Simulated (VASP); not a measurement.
# CoO (F-43m) in VASP: a series of runs

CoO is run at these levels: PBE-based screened hybrid with 25 % exact exchange; tasks: single point, relaxation of cell and atoms.

All numbers are computed with VASP 6.6.1; they aren't measurements. Logs are shortened: lines on timing, memory, paths and dates and some standing lists are left out, and cuts for length are marked.

## Step 1: The cell of the first run

It takes space group F-43m (No. 216, cubic). The conventional cell has a = 4.687 Å, b = 4.687 Å, c = 4.687 Å, α = 90.00°, β = 90.00°, γ = 90.00°. Within 2.7 Å of Co (site symmetry -43m) lie 4 O at 2.03 Å. Within 2.7 Å of O (site symmetry -43m) lie 4 Co at 2.03 Å.

## Step 2: Single point, PBE-based screened hybrid with 25 % exact exchange, collinear spin, ferromagnetic start

POSCAR reads:

```
CoO
1.0
    0.0000000000      2.3436418400      2.3436418400
    2.3436418400      0.0000000000      2.3436418400
    2.3436418400      2.3436418400      0.0000000000
Co O
1 1
Direct
    0.0000000000      0.0000000000      0.0000000000
    0.2500000000      0.2500000000      0.2500000000
```

INCAR.step1 reads:

```
ALGO = Normal ; EDIFF = 1E-5
ENCUT = 520 ; GGA = PE
ISIF = 2 ; ISMEAR = -1
ISPIN = 2 ; LASPH = T
LCHARG = F ; LMAXMIX = 4
LORBIT = 11 ; LREAL = F
LWAVE = T ; MAGMOM = 2 0
NBANDS = 18 ; NELM = 150
PREC = Accurate ; SIGMA = 0.05
```

INCAR.step2 reads:

```
AEXX = 0.25 ; ALGO = Normal
EDIFF = 1E-6 ; ENCUT = 520
GGA = PE ; HFSCREEN = 0.3
ISIF = 2 ; ISMEAR = -1
ISPIN = 2 ; ISTART = 1
LASPH = T ; LCHARG = F
LHFCALC = T ; LMAXMIX = 4
LORBIT = 11 ; LREAL = F
LWAVE = F ; MAGMOM = 2 0
NBANDS = 18 ; NELM = 150
PREC = Accurate ; PRECFOCK = Normal
SIGMA = 0.05
```

KPOINTS reads:

```
k-points
0
Gamma
  5 5 5
```

Potentials or basis: VASP PAW PBE potentials, release 64 (Co, O).

Started as:

```console
> cat potpaw_PBE.64/Co/POTCAR potpaw_PBE.64/O/POTCAR > POTCAR
> cp INCAR.step1 INCAR
> mpirun -np 1 vasp_std > vasp.out
> cp INCAR.step2 INCAR
> mpirun -np 1 vasp_std > vasp.out
```

OUTCAR:

```text
AEXX = 0.25
   EDIFF = 1E-6
   ENCUT = 520
   GGA = PE
   HFSCREEN = 0.3
   ISIF = 2
   ISMEAR = -1
   ISPIN = 2
   ISTART = 1
   LASPH = T
   LHFCALC = T
   LORBIT = 11
   LREAL = F
   NELM = 150
   PREC = Accurate
   PRECFOCK = Normal

 ion  position               nearest neighbor table
   1  0.000  0.000  0.000-   2 2.03   2 2.03   2 2.03   2 2.03
   2  0.250  0.250  0.250-   1 2.03   1 2.03   1 2.03   1 2.03

  LATTYP: Found a face centered cubic cell.
 ALAT       =     4.6872836800

  Lattice vectors:

 A1 = (   0.0000000000,   2.3436418400,   2.3436418400)
 A2 = (   2.3436418400,   0.0000000000,   2.3436418400)
 A3 = (   2.3436418400,   2.3436418400,   0.0000000000)

Analysis of symmetry for initial positions (statically):
=====================================================================
 Subroutine PRICEL returns:
 Original cell was already a primitive cell.

 Routine SETGRP: Setting up the symmetry group for a
 face centered cubic supercell.

 Subroutine GETGRP returns: Found 24 space group operations
 (whereof 24 operations were pure point group operations)
 out of a pool of 48 trial point group operations.

The static configuration has the point symmetry T_d .

Analysis of symmetry for dynamics (positions and initial velocities):
=====================================================================
 Subroutine PRICEL returns:
 Original cell was already a primitive cell.

 Routine SETGRP: Setting up the symmetry group for a
 face centered cubic supercell.

 Subroutine GETGRP returns: Found 24 space group operations
 (whereof 24 operations were pure point group operations)
 out of a pool of 48 trial point group operations.

The dynamic configuration has the point symmetry T_d .

Analysis of structural, dynamic, and magnetic symmetry:
=====================================================================
 Subroutine PRICEL returns:
 Original cell was already a primitive cell.

 Routine SETGRP: Setting up the symmetry group for a
 face centered cubic supercell.

 Subroutine GETGRP returns: Found 24 space group operations
 (whereof 24 operations were pure point group operations)
 out of a pool of 48 trial point group operations.

The overall configuration has the point symmetry T_d .

 Subroutine INISYM returns: Found 24 space group operations
 (whereof 24 operations are pure point group operations),
 and found     1 'primitive' translations

----------------------------------------------------------------------------------------

                                     Primitive cell

  volume of cell :      25.7456

  direct lattice vectors                    reciprocal lattice vectors
     0.000000000  2.343641840  2.343641840    -0.213343179  0.213343179  0.213343179
     2.343641840  0.000000000  2.343641840     0.213343179 -0.213343179  0.213343179
     2.343641840  2.343641840  0.000000000     0.213343179  0.213343179 -0.213343179

  length of vectors
     3.314410075  3.314410075  3.314410075     0.369521225  0.369521225  0.369521225

  position of ions in fractional coordinates (direct lattice)
     0.000000000  0.000000000  0.000000000
     0.250000000  0.250000000  0.250000000

  ion indices of the primitive-cell ions
   primitive index   ion index
                 1           1
                 2           2

----------------------------------------------------------------------------------------

 KPOINTS: k-points

Automatic generation of k-mesh.
 Grid dimensions read from file:
 generate k-points for:    5    5    5

 Generating k-lattice:

  Cartesian coordinates                     Fractional coordinates (reciprocal lattice)
    -0.042668636  0.042668636  0.042668636     0.200000000  0.000000000  0.000000000
     0.042668636 -0.042668636  0.042668636     0.000000000  0.200000000  0.000000000
     0.042668636  0.042668636 -0.042668636     0.000000000  0.000000000  0.200000000

  Length of vectors
     0.073904245  0.073904245  0.073904245

  Shift w.r.t. Gamma in fractional coordinates (k-lattice)
     0.000000000  0.000000000  0.000000000

 Subroutine IBZKPT returns following result:
 ===========================================

 Found     10 irreducible k-points:

 Following reciprocal coordinates:
            Coordinates               Weight
  0.000000  0.000000  0.000000      1.000000
  0.200000  0.000000  0.000000      8.000000
  0.400000  0.000000  0.000000      8.000000
  0.200000  0.200000  0.000000      6.000000
  0.400000  0.200000  0.000000     24.000000
 -0.400000  0.200000  0.000000     24.000000
 -0.200000  0.200000  0.000000     12.000000
  0.400000  0.400000  0.000000      6.000000
 -0.400000  0.400000  0.000000     12.000000
 -0.400000  0.400000  0.200000     24.000000
   k-points           NKPTS =     10   k-points in BZ     NKDIM =    125   number of bands    NBANDS=     18
   number of dos      NEDOS =    301   number of ions     NIONS =      2
   total plane-waves  NPLWV =  21952
   dimension x,y,z NGX =    28 NGY =   28 NGZ =   28
   dimension x,y,z NGXF=    56 NGYF=   56 NGZF=   56
   ions per type =               1   1
   NGX,Y,Z   is equivalent  to a cutoff of  14.04, 14.04, 14.04 a.u.
   NGXF,Y,Z  is equivalent  to a cutoff of  28.09, 28.09, 28.09 a.u.
 SYSTEM =  unknown system
   PREC   = accura    normal or accurate (medium, high low for compatibility)
   ISTART =      1    job   : 0-new  1-cont  2-samecut
   ICHARG =      0    charge: 1-file 2-atom 10-const
   ISPIN  =      2    spin polarized calculation?
   LNONCOLLINEAR =      F non collinear calculations
   LSORBIT =      F    spin-orbit coupling
   LASPH  =      T    aspherical Exc in radial PAW
   ENCUT  =  520.0 eV  38.22 Ry    6.18 a.u.   6.16  6.16  6.16*2*pi/ulx,y,z
   NELM   =    150;   NELMIN=  2; NELMDL=  0     # of ELM steps
   EDIFF  = 0.1E-05   stopping-criterion for ELM
   LREAL  =      F    real-space projection
   EDIFFG = 0.1E-04   stopping-criterion for IOM
   NSW    =      0    number of steps for IOM
   IBRION =     -1    ionic relax: 0-MD 1-quasi-New 2-CG
   NFREE  =      0    steps in history (QN), initial steepest desc. (CG)
   ISIF   =      2    stress and relaxation
   ISYM   =      3    0-nonsym 1-usesym 2-fastsym
   POTIM  = 0.5000    time-step for ionic-motion
   TEBEG  =    0.0;   TEEND  =   0.0 temperature during run
   PSTRESS=    0.0 pullay stress
   NELECT =      15.0000    total number of electrons
   NUPDOWN=      -1.0000    fix difference up-down
   EMIN   =  10.00;   EMAX   =-10.00  energy-range for DOS
   EFERMI =   0.00;   METHOD = LEGACY
   ISMEAR =    -1;   SIGMA  =   0.05  broadening in eV -4-tet -1-fermi 0-gaus
   EFERMI_NEDOS =   21; number of points for ismear=-14 and -15
   IALGO  =     38    algorithm
   IMIX   =      1    mixing-type and parameters
     AMIX     =   0.40;   BMIX     =  1.00
     AMIX_MAG =   1.60;   BMIX_MAG =  1.00
  volume/ion in A,a.u.               =      12.87        86.87
  Fermi-wavevector in a.u.,A,eV,Ry     =   1.367322  2.583863 25.437022  1.869568
  Thomas-Fermi vector in A             =   2.493384
   LORBIT       =     11    0 simple, 1 ext, 2 COOP (PROOUT), +10 PAW based schemes
   GGA     = PE    functional components
   LHFCALC =     T    Hartree Fock is set to
   PRECFOCK=normal    Normal, Fast or Accurate (Low or Medium for compatibility)
   ENCUT4O =  -1.0   cutoff for four orbital integrals eV
   NKREDX  =     1    reduce k-point grid by
   NKREDY  =     1    reduce k-point grid by
   NKREDZ  =     1    reduce k-point grid by
   AEXX    =    0.2500 exact exchange contribution
   HFSCREEN=    0.3000 screening length (either q_TF or 0.3 A-1)
   HFSCREENC=   0.3000 screening length for correlation (either q_TF or 0.3 A-1)
   ENCUTFOCK=  -1.0 apply spherical cutoff to Coloumb kernel
   IVDW    =     0    specifies the selected vdW correction
   LEPSILON=     F    determine dielectric tensor
   LRPA    =     F    only Hartree local field effects (RPA)
 spin polarized calculation
  energy-cutoff  :      520.00
  volume of cell :       25.75
 maximum number of plane-waves:       701
 NGX is ok and might be reduce to    28
  NGX = 20; NGY = 20; NGZ = 20

 number of electron      14.9999999 magnetization       2.9998525

 Free energy of the ion-electron system (eV)
  ---------------------------------------------------
  ext. energy  EPLUGINS =         0.00000000
  ---------------------------------------------------
  free energy    TOTEN  =       -18.64324631 eV

  energy without entropy =      -18.64324631  energy(sigma->0) =      -18.64324631

 E-fermi :   4.2527     XC(G=0):  -8.7622

 val. band max:        3.4015836251   @ k =   0.0000   0.0000   0.0000
 cond. band min:       5.0445843531   @ k =   0.0000   0.0000   0.0000
 fundamental gap:      1.6430007280
 Fermi energy:         4.2526565846

 spin component 1

 k-point     1 :       0.0000    0.0000    0.0000
  band No.  band energies     occupation
      1     -16.4458      1.00000
      2      -2.6190      1.00000
      3      -2.6190      1.00000
      4      -2.6189      1.00000
      5       0.3710      1.00000
      6       0.3712      1.00000
[... 10 lines left out ...]
     17      24.5848      0.00000
     18      27.0006      0.00000
[... 171 lines left out ...]
      1     -15.7971      1.00000
      2      -2.3758      1.00000
      3      -1.9029      1.00000
      4      -1.5311      1.00000
      5      -0.2514      1.00000
      6      -0.1588      1.00000
[... 10 lines left out ...]
     17      29.8283      0.00000
     18      32.1376      0.00000
 Fermi energy:         4.2526565846

 spin component 2

 k-point     1 :       0.0000    0.0000    0.0000
  band No.  band energies     occupation
      1     -15.9512      1.00000
      2       0.1749      1.00000
      3       0.1750      1.00000
      4       0.1753      1.00000
      5       2.2137      1.00000
      6       2.2148      1.00000
[... 10 lines left out ...]
     17      25.4586      0.00000
     18      27.3734      0.00000
[... 172 lines left out ...]
      2      -1.3951      1.00000
      3      -0.5363      1.00000
      4       0.1482      1.00000
      5       2.6410      1.00000
      6       2.9689      1.00000
[... 10 lines left out ...]
     17      30.2650      0.00000
     18      32.6955      0.00000

------------------------ aborting loop because EDIFF is reached ----------------------------------------

  FORCE on cell =-STRESS in cart. coord.  units (eV):
  Direction    XX          YY          ZZ          XY          YZ          ZX
  --------------------------------------------------------------------------------------
  -------------------------------------------------------------------------------------
  Total       -1.2960225     -1.2960225     -1.2960225     -0.0000000      0.0000000      0.0000000
  in kB      -80.6527890    -80.6527890    -80.6527890     -0.0000000      0.0000000      0.0000000
  external PRESSURE =     -80.6527890 kB  Pullay stress =       0.0000000 kB

 VOLUME and BASIS-vectors are now :
 -----------------------------------------------------------------------------
  energy-cutoff  :      520.00
  volume of cell :       25.75
      direct lattice vectors                 reciprocal lattice vectors
     0.000000000  2.343641840  2.343641840    -0.213343179  0.213343179  0.213343179
     2.343641840  0.000000000  2.343641840     0.213343179 -0.213343179  0.213343179
     2.343641840  2.343641840  0.000000000     0.213343179  0.213343179 -0.213343179

 POSITION                                       TOTAL-FORCE (eV/Angst)
 -----------------------------------------------------------------------------------
      0.00000      0.00000      0.00000         0.000000      0.000000      0.000000
      1.17182      1.17182      1.17182        -0.000000     -0.000000     -0.000000
 -----------------------------------------------------------------------------------
    total drift:                               -0.000031     -0.000009     -0.000024

  FREE ENERGIE OF THE ION-ELECTRON SYSTEM (eV)
  ---------------------------------------------------
  free  energy   TOTEN  =       -18.6432463075 eV

  energy  without entropy=      -18.6432463057  energy(sigma->0) =      -18.64324631

 total charge

# of ion       s       p       d       tot
------------------------------------------
    1        0.319   0.380   7.059   7.758
    2        1.547   3.475   0.000   5.023
--------------------------------------------------
tot          1.866   3.856   7.059  12.781

 magnetization (x)

# of ion       s       p       d       tot
------------------------------------------
    1        0.011   0.037   2.651   2.700
    2        0.016   0.168   0.000   0.184
--------------------------------------------------
tot          0.027   0.205   2.651   2.884
```

It took 14 min on 1 thread of AMD EPYC 9R45 (Zen 5), shared host; peak memory 0.25 GiB.

Results:

```
Free energy                                           : -18.6432 eV
Pressure                                              : -8.1 GPa
Band gap on the k mesh                                : 1.64 eV
Net moment                                            : 3.00 μB per cell
Site moments                                          : Co +2.70; O +0.18 μB
Valence electrons inside the program's atomic spheres : Co 7.76; O 5.02
```

Caveat: the k points lie up to 0.46 Å⁻¹ apart; the PAW data sets were made with another functional, which shifts forces and pressure a little; a cell with one magnetic atom can't hold antiferromagnetic order, which such compounds often take.

## Step 3: Relaxation of cell and atoms, PBE-based screened hybrid with 25 % exact exchange, collinear spin, ferromagnetic start

POSCAR is that of step 2.

INCAR.step1 reads:

```
  PREC = Accurate
  ENCUT = 600
  EDIFF = 1E-5
  ISMEAR = -1
  SIGMA = 0.05
  LREAL = False
  LASPH = True
  NELM = 150
  ALGO = Normal
  LWAVE = True
  LCHARG = False
  ISPIN = 2
  MAGMOM = 2 0
  LORBIT = 11
  LMAXMIX = 4
  GGA = PE
  NBANDS = 18
```

INCAR.step2 reads:

```
  PREC = Accurate
  ENCUT = 600
  EDIFF = 1E-6
  ISMEAR = -1
  SIGMA = 0.05
  LREAL = False
  LASPH = True
  NELM = 150
  ALGO = Normal
  ISIF = 3
  LWAVE = False
  LCHARG = False
  ISPIN = 2
  MAGMOM = 2 0
  LORBIT = 11
  LMAXMIX = 4
  GGA = PE
  LHFCALC = True
  AEXX = 0.25
  HFSCREEN = 0.3
  PRECFOCK = Normal
  IBRION = 2
  NSW = 60
  EDIFFG = -0.01
  ISTART = 1
```

KPOINTS reads:

```
regular mesh
0
Gamma
  5 5 5
```

Potentials or basis: VASP PAW PBE potentials, release 64 (Co, O).

Started as:

```console
> cat potpaw_PBE.64/Co/POTCAR potpaw_PBE.64/O/POTCAR > POTCAR
> cp INCAR.step1 INCAR
> mpirun -np 1 vasp_std > vasp.out
> cp INCAR.step2 INCAR
> mpirun -np 1 vasp_std > vasp.out
```

Wall time 47 min (1 thread of Oxide Virtual Turin-like, shared host); peak memory 0.26 GiB.

The run converged. Its results:

```yaml
Free_energy: -18.6907 eV
Relaxed_volume: 12.05 Å³/atom
Relaxed_cell: a = 3.242 Å, b = 3.242 Å, c = 3.242 Å, α = 60.00°, β = 60.00°, γ = 60.00°
Space_group_after_relaxing_to_0.1_Å: F-43m (No. 216)
Energy_gained_by_relaxing: 22.7 meV/atom
Ionic_steps: 3
Pressure_after_relaxing: 0.0 GPa
Band_gap_on_the_k_mesh: 1.61 eV
Net_moment: 3.00 μB per cell
Site_moments: Co +2.68; O +0.20 μB
Valence_electrons_inside_the_program's_atomic_spheres: Co 7.87; O 5.05
```

The path:
```
step  energy change (eV)  largest force (eV/Å)  pressure (GPa)  volume (Å³)
   1              0.0000                0.0000           -8.25        25.75
   2             -0.0345                0.0000            4.92        23.35
   3             -0.0454                0.0000           -0.04        24.09
```

Final structure:
```cif
data_structure
_symmetry_space_group_name_H-M 'P 1'
_symmetry_Int_Tables_number 1
_cell_length_a 3.2419
_cell_length_b 3.2419
_cell_length_c 3.2419
_cell_angle_alpha 60.000
_cell_angle_beta 60.000
_cell_angle_gamma 60.000
_cell_volume 24.09
loop_
_atom_site_label
_atom_site_type_symbol
_atom_site_fract_x
_atom_site_fract_y
_atom_site_fract_z
_atom_site_occupancy
Co1 Co 0.00000 0.00000 0.00000 1
O1 O 0.25000 0.25000 0.25000 1
```

Levels at points of the mesh, in eV from the valence-band top:
Spin up:
| k point | band 6 | band 7 | band 8 | band 9 | band 10 | band 11 | band 12 |
| --- | --- | --- | --- | --- | --- | --- | --- |
| (0.00, 0.00, 0.00) | -3.14 | 0.00 | 0.00 | 0.00 | 1.61 | 15.70 | 15.70 |
Spin down:
```
           k point  band 2  band 3  band 4  band 5  band 6  band 7  band 8  band 9  band 10  band 11
(0.00, 0.00, 0.00)   -3.75   -3.75   -3.75   -1.29   -1.29    2.36    6.08    6.08     6.08    16.21
```

Caveat: the k points lie up to 0.47 Å⁻¹ apart in the final cell; the PAW data sets were made with another functional, which shifts forces and pressure a little; a cell with one magnetic atom can't hold antiferromagnetic order, which such compounds often take.
